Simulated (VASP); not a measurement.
Write the native input for VASP 6.6.1 that does the following.

| Item | Value |
| --- | --- |
| Task | relaxation of cell and atoms |
| Functional | PBEsol |
| Potentials or basis | VASP PAW PBE potentials, release 64 (Ni, Si) |
| Cutoff | 600 eV |
| k mesh | 9 × 8 × 6 |
| Occupations | fermi-dirac, width 0.05 eV |
| Spin | collinear spin, ferromagnetic start |
| Starting moments | [1.0, 1.0, 0.0, 0.0] μB |
| Target pressure | 30 GPa |
| Dipole correction | no |
| Further INCAR settings | ALGO = Normal; EDIFF = 1e-06; IBRION = 2; EDIFFG = -0.02; NSW = 80; ISIF = 3 |

The structure of SiNi lies in POSCAR:

```
SiNi
1.0
    2.9427706600      0.0000000000      0.0000000000
    0.0000000000      3.2803255400      0.0000000000
    0.0000000000      0.0000000000      4.6774467600
Ni Si
2 2
Direct
    0.5000000000      0.5000000000      0.3424955900
    0.0000000000      0.0000000000      0.6575044100
    0.5000000000      0.5000000000      0.8431431600
    0.0000000000      0.0000000000      0.1568568400
```

The input as run:

INCAR

```
SYSTEM = SiNi
ALGO = Normal
EDIFF = 1E-6
EDIFFG = -0.02
ENCUT = 600
GGA = PS
IBRION = 2
ISIF = 3
ISMEAR = -1
ISPIN = 2
LASPH = .TRUE.
LCHARG = .FALSE.
LMAXMIX = 4
LORBIT = 11
LREAL = .FALSE.
LWAVE = .FALSE.
MAGMOM = 1 1 0 0
NELM = 150
NSW = 80
PREC = Accurate
PSTRESS = 300.0
SIGMA = 0.05
```

KPOINTS

```
k-points
0
G
  9 8 6
  0 0 0
```

Potentials or basis: VASP PAW PBE potentials, release 64 (Ni, Si).

Run with:

```sh
$ cat potpaw_PBE.64/Ni/POTCAR potpaw_PBE.64/Si/POTCAR > POTCAR
$ mpirun -np 1 vasp_std > vasp.out
```

It gave:

The relaxed volume is 10.01 Å³/atom. The relaxed cell is a = 2.755 Å, b = 3.193 Å, c = 4.553 Å, α = 90.00°, β = 90.00°, γ = 90.00° and the space group after relaxing (to 0.1 Å) is Pmmn (No. 59). The energy change on relaxing (the run minimises the enthalpy) is +108.7 meV/atom. The ionic steps are 16. The pressure after relaxing is 29.8 GPa and the largest force after relaxing is 0.014 eV/Å. The band gap on the k mesh is zero (filled and empty bands overlap) and the net moment is 0.00 μB per cell. The valence electrons inside the program's atomic spheres are Ni 9.87; Si 1.70.

Caveat: the cell is relaxed towards a set pressure, so the run minimises the enthalpy, not the energy; the moments typed at the start vanished in this run; the PAW data sets were made with another functional, which shifts forces and pressure a little.

It took 28 min on 1 thread of Oxide Virtual Turin-like Processor (shared host), peak memory 0.28 GiB.
